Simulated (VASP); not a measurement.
# Li3Be4P (P6/mmm) in VASP: further runs

Runs on Li3Be4P. Level: PBE. Tasks: single point, relaxation of cell and atoms.

Program: VASP 6.6.1. These are calculated values, not measurements. Logs are shortened: lines on timing, memory, paths and dates and some standing lists are left out, and cuts for length are marked.

### 1 The cell of the first run

Symmetry: P6/mmm, No. 191, hexagonal system. The conventional cell has a = 4.610 Å, b = 4.610 Å, c = 6.415 Å, α = 90.00°, β = 90.00°, γ = 120.00°. Within 3.0 Å of Li (site symmetry mmm) lie 4 Li at 2.30 Å and 2 P at 2.30 Å and 4 Be at 2.54 Å. Within 2.8 Å of Be (site symmetry 3m) lie 4 Be at 2.10 to 2.66 Å and 3 Li at 2.54 Å. P (site symmetry 6/mmm) has 6 Li at 2.30 Å within 3.0 Å.

The cell was generated, and may not be a known phase.

### 2 Single point, PBE

Contents of INCAR:

```
PREC = Accurate ; ENCUT = 520
EDIFF = 1E-6 ; ISMEAR = 0
SIGMA = 0.1 ; LREAL = False
LASPH = True ; NELM = 80
ALGO = Normal ; ISIF = 2
LWAVE = False ; LCHARG = False
GGA = PE ; NBANDS = 21
```

Contents of KPOINTS:

```
regular mesh
0
Gamma
  12 12 6
```

Contents of POSCAR:

```
Li3Be4P
1.0
    4.6098149514      0.0000000000      0.0000000000
   -2.3049074757      3.9922168546      0.0000000000
    0.0000000000      0.0000000000      6.4152861893
Li Be P
3 4 1
Direct
    0.5000000000      0.0000000000      0.5000000000
    0.0000000000      0.5000000000      0.5000000000
    0.5000000000      0.5000000000      0.5000000000
    0.3333333333      0.6666666667      0.8366453002
    0.6666666667      0.3333333333      0.8366453002
    0.6666666667      0.3333333333      0.1633546998
    0.3333333333      0.6666666667      0.1633546998
    0.0000000000      0.0000000000      0.5000000000
```

Potentials or basis: VASP PAW PBE potentials, release 64 (Li_sv, Be, P).

Launch:

```sh
$ cat potpaw_PBE.64/Li_sv/POTCAR potpaw_PBE.64/Be/POTCAR potpaw_PBE.64/P/POTCAR > POTCAR
$ mpirun -np 1 vasp_std > vasp.out
```

OUTCAR:

```text
PREC = Accurate
   ENCUT = 520
   EDIFF = 1E-6
   ISMEAR = 0
   LREAL = False
   LASPH = True
   NELM = 80
   ISIF = 2
   GGA = PE

 ion  position               nearest neighbor table
   1  0.500  0.000  0.500-   2 2.30   3 2.30   3 2.30   2 2.30   8 2.30   8 2.30
   2  0.000  0.500  0.500-   1 2.30   8 2.30   8 2.30   1 2.30   3 2.30   3 2.30
   3  0.500  0.500  0.500-   1 2.30   8 2.30   1 2.30   8 2.30   2 2.30   2 2.30
   4  0.333  0.667  0.837-   7 2.10
   5  0.667  0.333  0.837-   6 2.10
   6  0.667  0.333  0.163-   5 2.10
   7  0.333  0.667  0.163-   4 2.10
   8  0.000  0.000  0.500-   2 2.30   3 2.30   2 2.30   3 2.30   1 2.30   1 2.30

  LATTYP: Found a hexagonal cell.
 ALAT       =     4.6098149514
 C/A-ratio  =     1.3916580724

  Lattice vectors:

 A1 = (   4.6098149514,   0.0000000000,   0.0000000000)
 A2 = (  -2.3049074757,   3.9922168546,   0.0000000000)
 A3 = (   0.0000000000,   0.0000000000,   6.4152861893)

Analysis of symmetry for initial positions (statically):
=====================================================================
 Subroutine PRICEL returns:
 Original cell was already a primitive cell.

 Routine SETGRP: Setting up the symmetry group for a
 hexagonal supercell.

 Subroutine GETGRP returns: Found 24 space group operations
 (whereof 24 operations were pure point group operations)
 out of a pool of 24 trial point group operations.

The static configuration has the point symmetry D_6h.

Analysis of symmetry for dynamics (positions and initial velocities):
=====================================================================
 Subroutine PRICEL returns:
 Original cell was already a primitive cell.

 Routine SETGRP: Setting up the symmetry group for a
 hexagonal supercell.

 Subroutine GETGRP returns: Found 24 space group operations
 (whereof 24 operations were pure point group operations)
 out of a pool of 24 trial point group operations.

The dynamic configuration has the point symmetry D_6h.

 Subroutine INISYM returns: Found 24 space group operations
 (whereof 24 operations are pure point group operations),
 and found     1 'primitive' translations

----------------------------------------------------------------------------------------

                                     Primitive cell

  volume of cell :     118.0630

  direct lattice vectors                    reciprocal lattice vectors
     4.609814951  0.000000000  0.000000000     0.216928447  0.125243697  0.000000000
    -2.304907476  3.992216855  0.000000000     0.000000000  0.250487395  0.000000000
     0.000000000  0.000000000  6.415286189     0.000000000  0.000000000  0.155877691

  length of vectors
     4.609814951  4.609814951  6.415286189     0.250487395  0.250487395  0.155877691

  position of ions in fractional coordinates (direct lattice)
     0.500000000  0.000000000  0.500000000
     0.000000000  0.500000000  0.500000000
     0.500000000  0.500000000  0.500000000
     0.333333333  0.666666667  0.836645300
     0.666666667  0.333333333  0.836645300
     0.666666667  0.333333333  0.163354700
     0.333333333  0.666666667  0.163354700
     0.000000000  0.000000000  0.500000000

  ion indices of the primitive-cell ions
   primitive index   ion index
                 1           1
                 2           2
                 3           3
                 4           4
                 5           5
                 6           6
                 7           7
                 8           8

----------------------------------------------------------------------------------------

 KPOINTS: regular mesh

Automatic generation of k-mesh.
 Grid dimensions read from file:
 generate k-points for:   12   12    6

 Generating k-lattice:

  Cartesian coordinates                     Fractional coordinates (reciprocal lattice)
     0.018077371  0.010436975  0.000000000     0.083333333  0.000000000  0.000000000
     0.000000000  0.020873950  0.000000000     0.000000000  0.083333333  0.000000000
     0.000000000  0.000000000  0.025979615     0.000000000  0.000000000  0.166666667

[... 47 lines left out ...]
   NGX = 17   NGY = 17   NGZ = 23

 number of electron      21.9999965 magnetization

 Free energy of the ion-electron system (eV)
  ---------------------------------------------------
  ext. energy  EPLUGINS =         0.00000000
  ---------------------------------------------------
  free energy    TOTEN  =       -19.64146745 eV

  energy without entropy =      -19.62209998  energy(sigma->0) =      -19.63178371

 E-fermi :   2.2919     XC(G=0):  -8.5521

 val. band max:        2.2901455219   @ k =   0.5000   0.0000   0.1667
 cond. band min:       2.2929493355   @ k =   0.2500   0.0833   0.5000
 fundamental gap:      0.0028038136
 Fermi energy:         2.2918979495

 k-point     1 :       0.0000    0.0000    0.0000
  band No.  band energies     occupation
      1     -42.9902      2.00000
      2     -42.8200      2.00000
      3     -42.8200      2.00000
      4      -7.6439      2.00000
      5      -2.9837      2.00000
      6      -2.1463      2.00000
[... 13 lines left out ...]
     20       7.5803      0.00000
     21       7.5803      0.00000

 k-point     2 :       0.0833    0.0000    0.0000
  band No.  band energies     occupation
      1     -42.9876      2.00000
      2     -42.8226      2.00000
      3     -42.8201      2.00000
      4      -7.6397      2.00000
      5      -2.9653      2.00000
      6      -2.0894      2.00000
[... 13 lines left out ...]
     20       7.7735      0.00000
     21       7.8204      0.00000

 k-point     3 :       0.1667    0.0000    0.0000
  band No.  band energies     occupation
      1     -42.9801      2.00000
      2     -42.8302      2.00000
      3     -42.8202      2.00000
      4      -7.6284      2.00000
      5      -2.9126      2.00000
      6      -1.9188      2.00000
[... 13 lines left out ...]
     20       8.2144      0.00000
     21       8.4305      0.00000
[... 457 lines left out ...]
 k-point    23 :       0.2500    0.0000    0.1667
  band No.  band energies     occupation
      1     -42.9685      2.00000
      2     -42.8418      2.00000
      3     -42.8203      2.00000
      4      -7.6076      2.00000
      5      -2.9630      2.00000
      6      -1.5823      2.00000
[... 13 lines left out ...]
     20       8.1676      0.00000
     21       8.8332      0.00000

 k-point    24 :       0.3333    0.0000    0.1667
  band No.  band energies     occupation
      1     -42.9541      2.00000
      2     -42.8562      2.00000
      3     -42.8203      2.00000
      4      -7.5936      2.00000
      5      -2.7786      2.00000
      6      -1.5058      2.00000
[... 13 lines left out ...]
     20       8.6951      0.00000
     21       9.3494      0.00000

 [... further k-points ...]
[... 5 lines left out ...]
  --------------------------------------------------------------------------------------
  -------------------------------------------------------------------------------------
  Total        0.0480867      0.0480867      0.0198949     -0.0000000     -0.0000000      0.0000000
  in kB        0.6525622      0.6525622      0.2699839     -0.0000000     -0.0000000      0.0000000
  external PRESSURE =       0.5250361 kB  Pullay stress =       0.0000000 kB

 VOLUME and BASIS-vectors are now :
 -----------------------------------------------------------------------------
  energy-cutoff  :      520.00
  volume of cell :      118.06
      direct lattice vectors                 reciprocal lattice vectors
     4.609814951  0.000000000  0.000000000     0.216928447  0.125243697  0.000000000
    -2.304907476  3.992216855  0.000000000     0.000000000  0.250487395  0.000000000
     0.000000000  0.000000000  6.415286189     0.000000000  0.000000000  0.155877691

 POSITION                                       TOTAL-FORCE (eV/Angst)
 -----------------------------------------------------------------------------------
      2.30491      0.00000      3.20764         0.000000     -0.000000     -0.000000
     -1.15245      1.99611      3.20764         0.000000     -0.000000     -0.000000
      1.15245      1.99611      3.20764         0.000000     -0.000000     -0.000000
     -0.00000      2.66148      5.36732         0.000000     -0.000000     -0.004905
      2.30491      1.33074      5.36732        -0.000000      0.000000     -0.004905
      2.30491      1.33074      1.04797        -0.000000      0.000000      0.004905
     -0.00000      2.66148      1.04797         0.000000     -0.000000      0.004905
      0.00000      0.00000      3.20764         0.000000     -0.000000     -0.000000
 -----------------------------------------------------------------------------------
    total drift:                                0.000000      0.000000      0.000000

  FREE ENERGIE OF THE ION-ELECTRON SYSTEM (eV)
  ---------------------------------------------------
  free  energy   TOTEN  =       -19.6414674471 eV

  energy  without entropy=      -19.6220999760  energy(sigma->0) =      -19.63178371
```

Wall time 83 s (1 thread of Intel Xeon 6975P-C (Granite Rapids), shared host); peak memory 0.33 GiB.

What came out:

- Free energy: -19.6415 eV
- Largest force: 0.005 eV/Å
- Band gap on the k mesh: zero (bands 11 and 12 overlap by 1.65 eV)

Forces on the atoms (eV/Å):
```
Li   0.000  0.000  0.000
Li   0.000  0.000  0.000
Li   0.000  0.000  0.000
Be   0.000  0.000 -0.005
Be   0.000  0.000 -0.005
Be   0.000  0.000  0.005
Be   0.000  0.000  0.005
P    0.000  0.000  0.000
```

Caveat: the cutoff is under 1.25 times the usual one of these potentials, so pressure, stress and relaxed cells hold a basis-set (Pulay) error.

### 3 Relaxation of cell and atoms, PBE

This run uses another cell than the first one, of 12.24 Å³/atom.

Contents of INCAR:

```
SYSTEM = Li3Be4P
ALGO = Normal ; EDIFF = 1E-6
EDIFFG = -0.04 ; ENCUT = 600
GGA = PE ; IBRION = 2
ISIF = 3 ; ISMEAR = 0
LASPH = .True. ; LCHARG = .False.
LREAL = .False. ; LWAVE = .False.
NELM = 100 ; NSW = 90
PREC = Accurate ; SIGMA = 0.1
```

Contents of KPOINTS:

```
k-points
0
Gamma
  6 6 4
  0 0 0
```

Contents of POSCAR:

```
Li3Be4P
1.0
    4.2818111600      0.0000000000      0.0000000000
   -2.1409055800      3.7081572400      0.0000000000
    0.0000000000      0.0000000000      6.1674078800
Li Be P
3 4 1
Direct
    0.5000000000      0.0000000000      0.5000000000
    0.0000000000      0.5000000000      0.5000000000
    0.5000000000      0.5000000000      0.5000000000
    0.3333333300      0.6666666700      0.7520725600
    0.6666666700      0.3333333300      0.7520725600
    0.6666666700      0.3333333300      0.2479274400
    0.3333333300      0.6666666700      0.2479274400
    0.0000000000      0.0000000000      0.5000000000
```

Potentials or basis: VASP PAW PBE potentials, release 64 (Li_sv, Be, P).

Launch:

```sh
$ cat potpaw_PBE.64/Li_sv/POTCAR potpaw_PBE.64/Be/POTCAR potpaw_PBE.64/P/POTCAR > POTCAR
$ mpirun -np 1 vasp_std > vasp.out
```

It took 2.5 min on 1 thread of Intel Xeon 6975P-C (Granite Rapids), shared host; peak memory 0.25 GiB.

The run converged. Its results:

```
Free energy                           : -19.6531 eV
Relaxed volume                        : 14.72 Å³/atom
Relaxed cell                          : a = 4.594 Å, b = 4.594 Å, c = 6.445 Å, α = 90.00°, β = 90.00°, γ = 120.00°
Space group after relaxing (to 0.1 Å) : P6/mmm (No. 191)
Energy gained by relaxing             : 583.6 meV/atom
Ionic steps                           : 10
Pressure after relaxing               : 0.0 GPa
Band gap on the k mesh                : zero (bands 11 and 12 overlap by 1.63 eV)
```

Step by step:
| step | energy change (eV) | largest force (eV/Å) | pressure (GPa) | volume (Å³) |
| --- | --- | --- | --- | --- |
| 1 | 0.0000 | 3.5138 | 18.79 | 97.92 |
| 2 | -3.0137 | 1.5655 | 2.58 | 119.69 |
| 3 | -3.5112 | 0.9434 | -2.79 | 135.44 |
| 4 | -3.5183 | 0.9071 | -3.10 | 136.80 |
| 5 | -3.8880 | 0.9544 | -2.74 | 131.40 |
| 6 | -4.6425 | 0.1524 | 0.58 | 115.84 |
| 7 | -4.6635 | 0.0252 | 0.37 | 116.74 |
| 8 | -4.6653 | 0.0987 | 0.31 | 117.10 |
| 9 | -4.6677 | 0.0471 | -0.09 | 118.14 |
| 10 | -4.6686 | 0.0001 | 0.04 | 117.79 |

Final structure:
```
Li Be P
1.0
     4.59365    0.00000    0.00000
    -2.29683    3.97822    0.00000
     0.00000    0.00000    6.44548
Li Be P
3 4 1
Direct
  0.50000 0.00000 0.50000
  0.00000 0.50000 0.50000
  0.50000 0.50000 0.50000
  0.33333 0.66667 0.83763
  0.66667 0.33333 0.83763
  0.66667 0.33333 0.16237
  0.33333 0.66667 0.16237
  0.00000 0.00000 0.50000
```

Levels at points of the mesh, in eV from the Fermi level:
| k point | band 8 | band 9 | band 10 | band 11 | band 12 | band 13 | band 14 | band 15 |
| --- | --- | --- | --- | --- | --- | --- | --- | --- |
| (0.00, 0.00, 0.00) | -2.67 | -0.46 | 0.12 | 0.45 | 0.45 | 1.53 | 1.56 | 2.67 |
| (0.50, 0.00, 0.00) | -2.56 | -2.55 | -2.32 | -0.27 | 0.31 | 1.16 | 1.50 | 2.14 |
| (0.00, 0.00, 0.50) | -2.37 | -2.26 | 0.16 | 0.44 | 0.44 | 1.44 | 2.08 | 2.62 |
| (0.50, 0.00, 0.50) | -2.58 | -1.43 | -0.85 | -0.60 | -0.14 | 1.20 | 2.07 | 2.50 |

Caveat: the cutoff is under 1.25 times the usual one of these potentials, so pressure, stress and relaxed cells hold a basis-set (Pulay) error; the volume moved by over 15 % at a fixed basis, so the end points are rough.

### 4 Relaxation of cell and atoms, PBE

This run uses another cell than the first one, of 14.69 Å³/atom.

Contents of INCAR:

```
PREC     = Accurate       # precision mode
ENCUT    = 600            # plane-wave cutoff, eV
EDIFF    = 1E-7           # SCF threshold, eV
ISMEAR   = 0              # smearing method
SIGMA    = 0.1            # smearing width, eV
LREAL    = False          # projectors in reciprocal space
LASPH    = True           # aspherical terms in the spheres
NELM     = 80             # most SCF steps
ALGO     = Normal         # electronic algorithm
ISIF     = 3              # what is computed and relaxed
LWAVE    = False          # write WAVECAR
LCHARG   = False          # write CHGCAR
GGA      = PE             # functional
IBRION   = 2              # ionic algorithm
NSW      = 100            # ionic steps
EDIFFG   = -0.01          # ionic threshold
```

Contents of KPOINTS:

```
regular mesh
0
Gamma
  12 12 6
```

Contents of POSCAR:

```
Li3Be4P
1.0
    4.5852583802      0.0000000000      0.0000000000
   -2.2926291901      3.9709502402      0.0000000000
    0.0000000000      0.0000000000      6.4565460153
Li Be P
3 4 1
Direct
    0.5000000000      0.0000000000      0.5000000000
    0.0000000000      0.5000000000      0.5000000000
    0.5000000000      0.5000000000      0.5000000000
    0.3333333333      0.6666666667      0.8377668661
    0.6666666667      0.3333333333      0.8377668661
    0.6666666667      0.3333333333      0.1622331339
    0.3333333333      0.6666666667      0.1622331339
    0.0000000000      0.0000000000      0.5000000000
```

Launch:

```sh
$ cat potpaw_PBE.64/Li_sv/POTCAR potpaw_PBE.64/Be/POTCAR potpaw_PBE.64/P/POTCAR > POTCAR
$ mpirun -np 1 vasp_std > vasp.out
```

It took 4.9 min on 1 thread of Intel Xeon 6975P-C (Granite Rapids), shared host; peak memory 0.39 GiB.

It converged, with:

```
Free energy                           : -19.6433 eV
Relaxed volume                        : 14.79 Å³/atom
Relaxed cell                          : a = 4.614 Å, b = 4.614 Å, c = 6.420 Å, α = 90.00°, β = 90.00°, γ = 120.00°
Space group after relaxing (to 0.1 Å) : P6/mmm (No. 191)
Energy gained by relaxing             : 0.5 meV/atom
Ionic steps                           : 5
Pressure after relaxing               : -0.1 GPa
Band gap on the k mesh                : zero (bands 11 and 12 overlap by 1.64 eV)
```

Step by step:
| step | energy change (eV) | largest force (eV/Å) | pressure (GPa) | volume (Å³) |
| --- | --- | --- | --- | --- |
| 1 | 0.0000 | 0.0260 | 0.23 | 117.56 |
| 2 | -0.0027 | 0.0351 | 0.11 | 117.91 |
| 3 | -0.0039 | 0.0460 | -0.02 | 118.33 |
| 4 | -0.0043 | 0.0179 | -0.04 | 118.33 |
| 5 | -0.0043 | 0.0020 | -0.05 | 118.34 |

Final structure:
```
CELL_PARAMETERS angstrom
4.61362 0.00000 0.00000
-2.30681 3.99551 0.00000
0.00000 0.00000 6.41964
ATOMIC_POSITIONS crystal
Li 0.50000 0.00000 0.50000
Li 0.00000 0.50000 0.50000
Li 0.50000 0.50000 0.50000
Be 0.33333 0.66667 0.83656
Be 0.66667 0.33333 0.83656
Be 0.66667 0.33333 0.16344
Be 0.33333 0.66667 0.16344
P 0.00000 0.00000 0.50000
```

Levels at points of the mesh, in eV from the Fermi level:
| k point | band 7 | band 8 | band 9 | band 10 | band 11 | band 12 | band 13 | band 14 | band 15 | band 16 |
| --- | --- | --- | --- | --- | --- | --- | --- | --- | --- | --- |
| (0.00, 0.00, 0.00) | -2.63 | -2.63 | -0.45 | 0.11 | 0.44 | 0.44 | 1.51 | 1.52 | 2.65 | 2.65 |
| (0.50, 0.00, 0.00) | -2.71 | -2.53 | -2.52 | -2.29 | -0.26 | 0.34 | 1.15 | 1.49 | 2.12 | 2.46 |
| (0.00, 0.00, 0.50) | -2.61 | -2.35 | -2.20 | 0.15 | 0.43 | 0.43 | 1.37 | 2.07 | 2.59 | 2.59 |
| (0.50, 0.00, 0.50) | -3.78 | -2.56 | -1.43 | -0.84 | -0.60 | -0.09 | 1.24 | 2.07 | 2.53 | 3.07 |

Caveat: the cutoff is under 1.25 times the usual one of these potentials, so pressure, stress and relaxed cells hold a basis-set (Pulay) error.

### 5 Overview

| task | cell | k mesh | cutoff (eV) | gap on the mesh (eV) | pressure (GPa) | relaxed volume (Å³/atom) |
| --- | --- | --- | --- | --- | --- | --- |
| single point | a = 4.610, b = 4.610, c = 6.415 Å, angles 90.0, 90.0, 120.0°, 8 atoms, atomic positions A | 12 × 12 × 6 | 520 | none | - | - |
| relaxation of cell and atoms | relaxed from a = 4.282, b = 4.282, c = 6.167 Å, angles 90.0, 90.0, 120.0°, 8 atoms, atomic positions B | 6 × 6 × 4 | 600 | none | 0.0 | 14.72 |
| relaxation of cell and atoms | relaxed from a = 4.585, b = 4.585, c = 6.457 Å, angles 90.0, 90.0, 120.0°, 8 atoms, atomic positions C | 12 × 12 × 6 | 600 | none | -0.1 | 14.79 |

Alike in all rows: level PBE; potentials or basis VASP PAW PBE potentials, release 64 (Li_sv, Be, P); no spin polarisation; smearing gaussian 0.1 eV.

Caveats: the cutoff is under 1.25 times the usual one of these potentials, so pressure, stress and relaxed cells hold a basis-set (Pulay) error; the volume moved by over 15 % at a fixed basis, so the end points are rough (at least some runs).

Total energies depend on the potentials used, so only differences within one code and one set of settings carry meaning.

The gap in the log of VASP goes by the Fermi energy; the results here count the filled bands.